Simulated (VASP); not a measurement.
# ZnS (Cm) in VASP: a series of runs

The runs below take ZnS through single point, with r2SCAN.

Program: VASP 6.6.1. These are calculated values, not measurements. Logs are shortened: lines on timing, memory, paths and dates and some standing lists are left out, and cuts for length are marked.

**1. The cell of the first run**

It takes space group Cm (No. 8, monoclinic). Conventional cell: a = 6.625 Å, b = 3.825 Å, c = 3.825 Å, α = 90.00°, β = 125.26°, γ = 90.00°. Zn (site symmetry m) has 4 S at 2.27 to 2.41 Å within 3.0 Å. Within 3.0 Å of S (site symmetry m) lie 4 Zn at 2.27 to 2.41 Å.

**2. Single point, r2SCAN**

Input file POSCAR:

```
ZnS
1.0
    0.0000000000      2.7046500000      2.7046500000
    2.7046500000      0.0000000000      2.7046500000
    2.7046500000      2.7046500000      0.0000000000
Zn S
1 1
Direct
    0.0000000000      0.0000000000      0.0000000000
    0.7271239002      0.7500000000      0.7500000000
```

Input file INCAR.step1:

```
PREC = Accurate
ENCUT = 520
ISMEAR = 0
SIGMA = 0.05
LREAL = F
LASPH = T
NELM = 60
NBANDS = 16
GGA = PE
ALGO = Normal
EDIFF = 1E-4
LWAVE = T
LCHARG = F
```

Input file INCAR.step2:

```
PREC = Accurate
ENCUT = 520
EDIFF = 1E-6
ISMEAR = 0
SIGMA = 0.05
LREAL = F
LASPH = T
NELM = 60
ALGO = Normal
ISIF = 2
LWAVE = F
LCHARG = F
METAGGA = R2SCAN
LMIXTAU = T
NBANDS = 16
ISTART = 1
```

Input file KPOINTS:

```
Automatic mesh
0
Gamma
  8 8 8
```

Potentials or basis: VASP PAW PBE potentials, release 64 (Zn, S).

The run is started by

```
$ cat potpaw_PBE.64/Zn/POTCAR potpaw_PBE.64/S/POTCAR > POTCAR
$ cp INCAR.step1 INCAR
$ mpirun -np 1 vasp_std > vasp.out
$ cp INCAR.step2 INCAR
$ mpirun -np 1 vasp_std > vasp.out
```

OUTCAR:

```text
PREC = Accurate
   ENCUT = 520
   EDIFF = 1E-6
   ISMEAR = 0
   LREAL = F
   LASPH = T
   NELM = 60
   ISIF = 2
   METAGGA = R2SCAN
   ISTART = 1

 ion  position               nearest neighbor table
   1  0.000  0.000  0.000-   2 2.27   2 2.34   2 2.34   2 2.41
   2  0.727  0.750  0.750-   1 2.27   1 2.34   1 2.34   1 2.41

  LATTYP: Found a face centered cubic cell.
 ALAT       =     5.4093000000

  Lattice vectors:

 A1 = (   0.0000000000,   2.7046500000,   2.7046500000)
 A2 = (   2.7046500000,   0.0000000000,   2.7046500000)
 A3 = (   2.7046500000,   2.7046500000,   0.0000000000)

Analysis of symmetry for initial positions (statically):
=====================================================================
 Subroutine PRICEL returns:
 Original cell was already a primitive cell.

 Routine SETGRP: Setting up the symmetry group for a
 face centered cubic supercell.

 Subroutine GETGRP returns: Found  2 space group operations
 (whereof  2 operations were pure point group operations)
 out of a pool of 48 trial point group operations.

The static configuration has the point symmetry C_1h.

Analysis of symmetry for dynamics (positions and initial velocities):
=====================================================================
 Subroutine PRICEL returns:
 Original cell was already a primitive cell.

 Routine SETGRP: Setting up the symmetry group for a
 face centered cubic supercell.

 Subroutine GETGRP returns: Found  2 space group operations
 (whereof  2 operations were pure point group operations)
 out of a pool of 48 trial point group operations.

The dynamic configuration has the point symmetry C_1h.

 Subroutine INISYM returns: Found  2 space group operations
 (whereof  2 operations are pure point group operations),
 and found     1 'primitive' translations

----------------------------------------------------------------------------------------

                                     Primitive cell

  volume of cell :      39.5697

  direct lattice vectors                    reciprocal lattice vectors
     0.000000000  2.704650000  2.704650000    -0.184866803  0.184866803  0.184866803
     2.704650000  0.000000000  2.704650000     0.184866803 -0.184866803  0.184866803
     2.704650000  2.704650000  0.000000000     0.184866803  0.184866803 -0.184866803

  length of vectors
     3.824952711  3.824952711  3.824952711     0.320198696  0.320198696  0.320198696

  position of ions in fractional coordinates (direct lattice)
     0.000000000  0.000000000  0.000000000
     0.727123900  0.750000000  0.750000000

  ion indices of the primitive-cell ions
   primitive index   ion index
                 1           1
                 2           2

----------------------------------------------------------------------------------------

 KPOINTS: Automatic mesh

Automatic generation of k-mesh.
 Grid dimensions read from file:
 generate k-points for:    8    8    8

 Generating k-lattice:

  Cartesian coordinates                     Fractional coordinates (reciprocal lattice)
    -0.023108350  0.023108350  0.023108350     0.125000000  0.000000000  0.000000000
     0.023108350 -0.023108350  0.023108350     0.000000000  0.125000000  0.000000000
     0.023108350  0.023108350 -0.023108350     0.000000000  0.000000000  0.125000000

  Length of vectors
     0.040024837  0.040024837  0.040024837

  Shift w.r.t. Gamma in fractional coordinates (k-lattice)
     0.000000000  0.000000000  0.000000000

 Subroutine IBZKPT returns following result:
 ===========================================

 Found    150 irreducible k-points:

 Following reciprocal coordinates:
            Coordinates               Weight
  0.000000  0.000000  0.000000      1.000000
  0.125000  0.000000  0.000000      2.000000
  0.000000  0.125000  0.000000      4.000000
  0.125000  0.125000  0.125000      2.000000
  0.250000  0.000000  0.000000      2.000000
  0.000000  0.250000  0.000000      4.000000
[... 16 lines left out ...]
  0.375000  0.125000  0.000000      4.000000
  0.000000  0.375000  0.125000      4.000000
[... 43 lines left out ...]

 val. band max:        1.8661956924   @ k =   0.0000   0.0000   0.0000
 cond. band min:       4.4682015821   @ k =   0.0000   0.0000   0.0000
 fundamental gap:      2.6020058897
 Fermi energy:         2.0761198684

 k-point     1 :       0.0000    0.0000    0.0000
  band No.  band energies     occupation
      1     -11.8582      2.00000
      2      -4.7634      2.00000
      3      -4.6992      2.00000
      4      -4.6335      2.00000
      5      -4.1572      2.00000
      6      -4.1562      2.00000
[... 8 lines left out ...]
     15      14.1008      0.00000
     16      14.3011      0.00000

 k-point     2 :       0.1250    0.0000    0.0000
  band No.  band energies     occupation
      1     -11.7366      2.00000
      2      -4.7615      2.00000
      3      -4.6703      2.00000
      4      -4.6097      2.00000
      5      -4.1601      2.00000
      6      -4.1595      2.00000
[... 8 lines left out ...]
     15      13.4503      0.00000
     16      15.0878      0.00000

 k-point     3 :       0.0000    0.1250    0.0000
  band No.  band energies     occupation
      1     -11.7395      2.00000
      2      -4.7447      2.00000
      3      -4.6873      2.00000
      4      -4.6165      2.00000
      5      -4.1589      2.00000
      6      -4.1574      2.00000
[... 8 lines left out ...]
     15      13.4938      0.00000
     16      15.1129      0.00000

 k-point     4 :       0.1250    0.1250    0.1250
  band No.  band energies     occupation
      1     -11.7424      2.00000
      2      -4.7442      2.00000
      3      -4.6835      2.00000
      4      -4.6265      2.00000
      5      -4.1578      2.00000
      6      -4.1560      2.00000
[... 8 lines left out ...]
     15      13.5348      0.00000
     16      15.1508      0.00000
[... 324 lines left out ...]
 k-point    22 :       0.1250    0.2500    0.2500
  band No.  band energies     occupation
      1     -11.4604      2.00000
      2      -4.7286      2.00000
      3      -4.6220      2.00000
      4      -4.5822      2.00000
      5      -4.1761      2.00000
      6      -4.1312      2.00000
[... 8 lines left out ...]
     15      14.4102      0.00000
     16      16.1061      0.00000

 k-point    23 :       0.3750    0.1250    0.0000
  band No.  band energies     occupation
      1     -11.0963      2.00000
      2      -4.5992      2.00000
      3      -4.5496      2.00000
      4      -4.4898      2.00000
      5      -4.1649      2.00000
      6      -4.1270      2.00000
[... 8 lines left out ...]
     15      15.0895      0.00000
     16      15.5242      0.00000

 k-point    24 :       0.0000    0.3750    0.1250
  band No.  band energies     occupation
      1     -11.1109      2.00000
      2      -4.6467      2.00000
      3      -4.5563      2.00000
      4      -4.4689      2.00000
      5      -4.1568      2.00000
      6      -4.1216      2.00000
[... 8 lines left out ...]
     15      15.1362      0.00000
     16      15.4814      0.00000

 [... further k-points ...]

------------------------ aborting loop because EDIFF is reached ----------------------------------------

  FORCE on cell =-STRESS in cart. coord.  units (eV):
  Direction    XX          YY          ZZ          XY          YZ          ZX
  --------------------------------------------------------------------------------------
  -------------------------------------------------------------------------------------
  Total       -0.1126785     -0.1449677     -0.1449677     -0.3368428      0.0819740     -0.3368401
  in kB       -4.5623499     -5.8697384     -5.8697384    -13.6387540      3.3191256    -13.6386428
  external PRESSURE =      -5.4339422 kB  Pullay stress =       0.0000000 kB

 VOLUME and BASIS-vectors are now :
 -----------------------------------------------------------------------------
  energy-cutoff  :      520.00
  volume of cell :       39.57
      direct lattice vectors                 reciprocal lattice vectors
     0.000000000  2.704650000  2.704650000    -0.184866803  0.184866803  0.184866803
     2.704650000  0.000000000  2.704650000     0.184866803 -0.184866803  0.184866803
     2.704650000  2.704650000  0.000000000     0.184866803  0.184866803 -0.184866803

 POSITION                                       TOTAL-FORCE (eV/Angst)
 -----------------------------------------------------------------------------------
      0.00000      0.00000      0.00000         0.089657     -0.359050     -0.359050
      4.05697      3.99510      3.99510        -0.089657      0.359050      0.359050
 -----------------------------------------------------------------------------------
    total drift:                                0.000948     -0.004327     -0.004327

  FREE ENERGIE OF THE ION-ELECTRON SYSTEM (eV)
  ---------------------------------------------------
  free  energy   TOTEN  =       -18.8429671781 eV

  energy  without entropy=      -18.8429671781  energy(sigma->0) =      -18.84296718
```

Wall time 3.9 min (1 thread of Intel Xeon Platinum 8488C (Sapphire Rapids), shared host); peak memory 0.23 GiB.

Results:

- Free energy: -18.8430 eV
- Pressure: -0.5 GPa
- Largest force: 0.516 eV/Å
- Band gap on the k mesh: 2.60 eV

Forces on the atoms (eV/Å):
```
Zn   0.090 -0.359 -0.359
S   -0.090  0.359  0.359
```

Levels at points of the mesh, in eV from the valence-band top:
| k point | band 6 | band 7 | band 8 | band 9 | band 10 | band 11 | band 12 | band 13 |
| --- | --- | --- | --- | --- | --- | --- | --- | --- |
| (0.00, 0.00, 0.00) | -6.02 | -0.15 | -0.06 | 0.00 | 2.60 | 6.82 | 6.83 | 6.91 |
| (0.50, 0.00, 0.00) | -5.85 | -5.60 | -1.07 | -0.90 | 3.86 | 7.28 | 7.58 | 9.40 |
| (0.00, 0.50, 0.00) | -5.83 | -5.42 | -1.09 | -0.80 | 3.75 | 7.08 | 7.60 | 9.34 |
| (0.50, 0.50, 0.50) | -5.82 | -5.25 | -1.00 | -0.82 | 3.64 | 7.09 | 7.39 | 9.27 |
| (0.50, 0.50, 0.00) | -5.81 | -4.66 | -2.35 | -2.30 | 3.64 | 4.44 | 11.66 | 12.66 |
| (0.00, 0.50, 0.50) | -5.81 | -4.67 | -2.34 | -2.30 | 3.66 | 4.41 | 11.66 | 12.74 |

Caveat: the cell differs from its parent crystal (all S atoms moved +0.087 Å, as atom 2 towards its neighbour atom 2 (S) at 3.825 Å); the PAW data sets were made with another functional, which shifts forces and pressure a little.

**3. Single point, r2SCAN**

Changes to POSCAR since step 2:

```diff
@@ -9,2 +9,2 @@
     0.0000000000      0.0000000000      0.0000000000
-    0.7271239002      0.7500000000      0.7500000000
+    0.7336599287      0.7500000000      0.7500000000
```

Input file INCAR.step1:

```
PREC     = Accurate       # precision mode
ENCUT    = 520            # plane-wave cutoff, eV
ISMEAR   = 0              # smearing method
SIGMA    = 0.05           # smearing width, eV
LREAL    = False          # projectors in reciprocal space
LASPH    = True           # aspherical terms in the spheres
NELM     = 60             # most SCF steps
NBANDS   = 16             # bands
GGA      = PE             # functional
ALGO     = Normal         # electronic algorithm
EDIFF    = 1E-4           # SCF threshold, eV
LWAVE    = True           # write WAVECAR
LCHARG   = False          # write CHGCAR
```

Input file INCAR.step2:

```
PREC     = Accurate       # precision mode
ENCUT    = 520            # plane-wave cutoff, eV
EDIFF    = 1E-6           # SCF threshold, eV
ISMEAR   = 0              # smearing method
SIGMA    = 0.05           # smearing width, eV
LREAL    = False          # projectors in reciprocal space
LASPH    = True           # aspherical terms in the spheres
NELM     = 60             # most SCF steps
ALGO     = Normal         # electronic algorithm
ISIF     = 2              # what is computed and relaxed
LWAVE    = False          # write WAVECAR
LCHARG   = True           # write CHGCAR
METAGGA  = R2SCAN         # meta-GGA
LMIXTAU  = True         
LELF     = True           # ELF
LVHAR    = True         
NBANDS   = 16             # bands
ISTART   = 1
```

Input file KPOINTS:

```
regular mesh
0
Gamma
  8 8 8
```

Potentials or basis: VASP PAW PBE potentials, release 64 (Zn, S).

The run is started by

```
$ cat potpaw_PBE.64/Zn/POTCAR potpaw_PBE.64/S/POTCAR > POTCAR
$ cp INCAR.step1 INCAR
$ mpirun -np 1 vasp_std > vasp.out
$ cp INCAR.step2 INCAR
$ mpirun -np 1 vasp_std > vasp.out
```

It took 4.2 min on 1 thread of Intel Xeon Platinum 8488C (Sapphire Rapids), shared host; peak memory 0.23 GiB.

It converged, with:

- Free energy: -18.8538 eV
- Pressure: -0.7 GPa
- Largest force: 0.363 eV/Å
- Band gap on the k mesh: 2.62 eV

Forces in eV/Å, atoms in the order of the input:
```
Zn   0.046 -0.255 -0.255
S   -0.046  0.255  0.255
```

Stress tensor (GPa, compression positive):
```
-0.63 -0.97 -0.97
-0.97 -0.70  0.17
-0.97  0.17 -0.70
```

Levels at points of the mesh, in eV from the valence-band top:
| k point | band 7 | band 8 | band 9 | band 10 | band 11 | band 12 |
| --- | --- | --- | --- | --- | --- | --- |
| (0.00, 0.00, 0.00) | -0.11 | -0.04 | 0.00 | 2.62 | 6.84 | 6.85 |
| (0.50, 0.00, 0.00) | -5.54 | -1.02 | -0.90 | 3.84 | 7.31 | 7.52 |
| (0.00, 0.50, 0.00) | -5.42 | -1.04 | -0.82 | 3.76 | 7.17 | 7.54 |
| (0.50, 0.50, 0.50) | -5.29 | -0.97 | -0.84 | 3.68 | 7.17 | 7.39 |
| (0.50, 0.50, 0.00) | -4.65 | -2.33 | -2.30 | 3.67 | 4.44 | 11.68 |
| (0.00, 0.50, 0.50) | -4.65 | -2.32 | -2.30 | 3.68 | 4.43 | 11.68 |

Caveat: the cell differs from its parent crystal (all S atoms moved +0.062 Å, as atom 2 towards its neighbour atom 2 (S) at 3.825 Å); the PAW data sets were made with another functional, which shifts forces and pressure a little.

**4. Single point, r2SCAN**

Changes to POSCAR since step 3:

```diff
@@ -9,2 +9,2 @@
     0.0000000000      0.0000000000      0.0000000000
-    0.7336599287      0.7500000000      0.7500000000
+    0.7401959572      0.7500000000      0.7500000000
```

Input file INCAR.step1:

```
SYSTEM = ZnS
PREC     = Accurate       ! precision mode
ENCUT    = 520            ! plane-wave cutoff, eV
ISMEAR   = 0              ! smearing method
SIGMA    = 0.05           ! smearing width, eV
LREAL    = .False.        ! projectors in reciprocal space
LASPH    = .True.         ! aspherical terms in the spheres
NELM     = 80             ! most SCF steps
NBANDS   = 16             ! bands
GGA      = PE             ! functional
ALGO     = Normal         ! electronic algorithm
EDIFF    = 1E-4           ! SCF threshold, eV
LWAVE    = .True.         ! write WAVECAR
LCHARG   = .False.        ! write CHGCAR
```

Input file INCAR.step2:

```
SYSTEM = ZnS
PREC     = Accurate       ! precision mode
ENCUT    = 520            ! plane-wave cutoff, eV
EDIFF    = 1E-6           ! SCF threshold, eV
ISMEAR   = 0              ! smearing method
SIGMA    = 0.05           ! smearing width, eV
LREAL    = .False.        ! projectors in reciprocal space
LASPH    = .True.         ! aspherical terms in the spheres
NELM     = 80             ! most SCF steps
ALGO     = Normal         ! electronic algorithm
ISIF     = 2              ! what is computed and relaxed
LWAVE    = .False.        ! write WAVECAR
LCHARG   = .True.         ! write CHGCAR
METAGGA  = R2SCAN         ! meta-GGA
LMIXTAU  = .True.       
LELF     = .True.         ! ELF
LVHAR    = .True.       
NBANDS   = 16             ! bands
ISTART   = 1
```

Input file KPOINTS:

```
Automatic mesh
0
Gamma
  8 8 8
  0 0 0
```

The run is started by

```
$ cat potpaw_PBE.64/Zn/POTCAR potpaw_PBE.64/S/POTCAR > POTCAR
$ cp INCAR.step1 INCAR
$ mpirun -np 1 vasp_std > vasp.out
$ cp INCAR.step2 INCAR
$ mpirun -np 1 vasp_std > vasp.out
```

It took 4.6 min on 1 thread of Intel Xeon Platinum 8488C (Sapphire Rapids), shared host; peak memory 0.23 GiB.

The run converged. Its results:

```
Free energy            : -18.8610 eV
Pressure               : -0.8 GPa
Largest force          : 0.216 eV/Å
Band gap on the k mesh : 2.63 eV
```

Forces on the atoms (eV/Å):
```
Zn   0.016 -0.152 -0.152
S   -0.016  0.152  0.152
```

Stress tensor (GPa, compression positive):
```
-0.75 -0.58 -0.58
-0.58 -0.77  0.06
-0.58  0.06 -0.77
```

Levels at points of the mesh, in eV from the valence-band top:
| k point | band 7 | band 8 | band 9 | band 10 | band 11 | band 12 |
| --- | --- | --- | --- | --- | --- | --- |
| (0.00, 0.00, 0.00) | -0.07 | -0.03 | 0.00 | 2.63 | 6.86 | 6.87 |
| (0.50, 0.00, 0.00) | -5.48 | -0.97 | -0.89 | 3.83 | 7.34 | 7.47 |
| (0.00, 0.50, 0.00) | -5.40 | -0.98 | -0.85 | 3.78 | 7.25 | 7.48 |
| (0.50, 0.50, 0.50) | -5.33 | -0.93 | -0.86 | 3.73 | 7.26 | 7.39 |
| (0.50, 0.50, 0.00) | -4.63 | -2.31 | -2.29 | 3.70 | 4.46 | 11.71 |
| (0.00, 0.50, 0.50) | -4.63 | -2.30 | -2.29 | 3.70 | 4.45 | 11.71 |

Caveat: the cell differs from its parent crystal (all S atoms moved +0.037 Å, as atom 2 towards its neighbour atom 2 (S) at 3.825 Å); the PAW data sets were made with another functional, which shifts forces and pressure a little.

**5. Single point, r2SCAN**

Changes to POSCAR since step 4:

```diff
@@ -9,2 +9,2 @@
     0.0000000000      0.0000000000      0.0000000000
-    0.7401959572      0.7500000000      0.7500000000
+    0.7467319857      0.7500000000      0.7500000000
```

Input file INCAR.step1:

```
SYSTEM = ZnS
PREC = Accurate ; ENCUT = 520
ISMEAR = 0 ; SIGMA = 0.05
LREAL = .FALSE. ; LASPH = .TRUE.
NELM = 100 ; NBANDS = 16
GGA = PE ; ALGO = Normal
EDIFF = 1E-4 ; LWAVE = .TRUE.
LCHARG = .FALSE.
```

Input file INCAR.step2:

```
SYSTEM = ZnS
PREC = Accurate ; ENCUT = 520
EDIFF = 1E-6 ; ISMEAR = 0
SIGMA = 0.05 ; LREAL = .FALSE.
LASPH = .TRUE. ; NELM = 100
ALGO = Normal ; ISIF = 2
LWAVE = .FALSE. ; LCHARG = .TRUE.
METAGGA = R2SCAN ; LMIXTAU = .TRUE.
LELF = .TRUE. ; LVHAR = .TRUE.
NBANDS = 16 ; ISTART = 1
```

Input file KPOINTS:

```
regular mesh
0
G
  8 8 8
  0 0 0
```

The run is started by

```
$ cat potpaw_PBE.64/Zn/POTCAR potpaw_PBE.64/S/POTCAR > POTCAR
$ cp INCAR.step1 INCAR
$ mpirun -np 1 vasp_std > vasp.out
$ cp INCAR.step2 INCAR
$ mpirun -np 1 vasp_std > vasp.out
```

Wall time 4.6 min (1 thread of Intel Xeon Platinum 8488C (Sapphire Rapids), shared host); peak memory 0.23 GiB.

The run converged. Its results:

- Free energy: -18.8646 eV
- Pressure: -0.8 GPa
- Largest force: 0.072 eV/Å
- Band gap on the k mesh: 2.65 eV

Forces on the atoms (eV/Å):
```
Zn   0.002 -0.051 -0.051
S   -0.002  0.051  0.051
```

Stress tensor (GPa, compression positive):
```
-0.80 -0.19 -0.19
-0.19 -0.81  0.00
-0.19  0.00 -0.81
```

Levels at points of the mesh, in eV from the valence-band top:
```tsv
k point	band 5	band 6	band 7	band 8	band 9	band 10	band 11	band 12	band 13	band 14
(0.00, 0.00, 0.00)	-5.96	-5.96	-0.02	-0.01	0.00	2.65	6.89	6.89	6.90	12.29
(0.50, 0.00, 0.00)	-5.93	-5.76	-5.41	-0.91	-0.89	3.81	7.38	7.42	9.40	12.82
(0.00, 0.50, 0.00)	-5.93	-5.76	-5.39	-0.92	-0.87	3.80	7.35	7.42	9.39	12.83
(0.50, 0.50, 0.50)	-5.93	-5.76	-5.36	-0.90	-0.88	3.78	7.35	7.39	9.38	12.84
(0.50, 0.50, 0.00)	-5.88	-5.74	-4.61	-2.28	-2.28	3.72	4.47	11.73	12.78	12.80
(0.00, 0.50, 0.50)	-5.88	-5.74	-4.61	-2.28	-2.28	3.72	4.47	11.73	12.79	12.79
```

Caveat: the cell differs from its parent crystal (all S atoms moved +0.013 Å, as atom 2 towards its neighbour atom 2 (S) at 3.825 Å); the PAW data sets were made with another functional, which shifts forces and pressure a little.

**6. Overview**

```csv
cell,gap on the mesh (eV),pressure (GPa),largest force (eV/Å)
"as given, atomic positions A",2.60,-0.5,0.52
"as given, atomic positions B",2.62,-0.7,0.36
"as given, atomic positions C",2.63,-0.8,0.22
"as given, atomic positions D",2.65,-0.8,0.07
```

Alike in all rows: task single point; level r2SCAN; potentials or basis VASP PAW PBE potentials, release 64 (Zn, S); no spin polarisation; k mesh 8 × 8 × 8; cutoff (eV) 520; smearing gaussian 0.05 eV.

Caveats: the PAW data sets were made with another functional, which shifts forces and pressure a little.

Absolute energies hang on the potentials; compare differences alone.
